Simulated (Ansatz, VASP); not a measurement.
**Sb in VASP and in Ansatz**

Contents of INCAR:

```
SYSTEM = Sb
PREC = Accurate ; ENCUT = 520
EDIFF = 1E-6 ; ISMEAR = -1
SIGMA = 0.05 ; LREAL = .FALSE.
LASPH = .TRUE. ; NELM = 60
ALGO = Normal ; ISIF = 2
LWAVE = .FALSE. ; LCHARG = .FALSE.
GGA = PS ; NBANDS = 8
```

The input KPOINTS:

```
regular mesh
0
G
  13 13 13
  0 0 0
```

POSCAR

```
Sb
1.0
    3.1494313592      0.0000000000      0.0000000000
    0.0000000000      3.1494313592      0.0000000000
    0.0000000000      0.0000000000      3.1494313592
Sb
1
Direct
    0.0000000000      0.0000000000      0.0000000000
```

Input for Ansatz:

```yaml
crystal:
  lattice:
    - [3.1494313592, 0.0, 0.0]
    - [0.0, 3.1494313592, 0.0]
    - [0.0, 0.0, 3.1494313592]
  atoms:
    - { symbol: Sb, position: [0.0, 0.0, 0.0] }
kpoints:
  mp_grid: { grid: [13, 13, 13] }
  band_path:
    path:
      - [0.0, 0.0, 0.0]
      - [0.0, 0.5, 0.0]
      - [0.5, 0.5, 0.0]
      - [0.0, 0.0, 0.0]
      - [0.5, 0.5, 0.5]
      - [0.0, 0.5, 0.0]
      - [0.5, 0.5, 0.5]
      - [0.5, 0.5, 0.0]
    npoints: 5
scf:
  occupations: { method: fermi_dirac, width: 0.05 }
hamiltonian:
  xc: pbesol
  pseudopotentials: { kind: all_electron, lapw: { basis_error: 0.001 } }
output:
  forces: true
  stress: true
  eigenvalues: true
```

Change from the starting cell: volume scaled by 0.99.

Alike in both runs: task single point; functional PBEsol; k mesh 13 × 13 × 13; occupations fermi-dirac, width 0.05 eV; no spin polarisation.

```csv
,VASP,Ansatz
version,VASP 6.6.1,Ansatz 0.2.0
potentials or method,"VASP PAW PBE potentials, release 64 (Sb), cutoff 520 eV","all-electron LAPW, scalar-relativistic"
```

```tsv
	VASP	Ansatz	Ansatz less VASP
pressure (GPa)	-4.5	-4.5	-0.03
```

VASP's potentials were made for PBE, not for PBEsol. Ansatz ran all-electron here, and VASP with PAW potentials.

Spin-orbit coupling is off throughout.
